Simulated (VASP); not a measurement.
Cd:

```
Cd
1.0
     0.00000    2.21815    2.21815
     2.21815    0.00000    2.21815
     2.21815    2.21815    0.00000
Cd
1
Direct
  0.00000 0.00000 0.00000
```

This isn't the form of Cd at room conditions, which is hcp.

Base run:

```yaml
Program: VASP 6.6.1
Functional: PBEsol
Potentials_or_basis: VASP PAW PBE potentials, release 64 (Cd)
Cutoff: 500 eV
k_mesh: 10 × 10 × 10
Occupations: gaussian, width 0.1 eV
Spin: no spin polarisation
```

Its results: band gap on the k mesh zero (bands 6 and 7 overlap by 2.45 eV); pressure -1.7 GPa.

Task: The run is repeated on the same cell with these changes: functional from PBEsol to revPBE. What comes out?

Result: Band gap on the k mesh zero (bands 6 and 7 overlap by 2.45 eV); pressure 4.5 GPa.

revPBE binds less tightly than PBEsol, so the same cell stands under more pressure.

Caveats: the PAW data sets were made with another functional, which shifts forces and pressure a little; the cell stands under pressure (at least some runs).
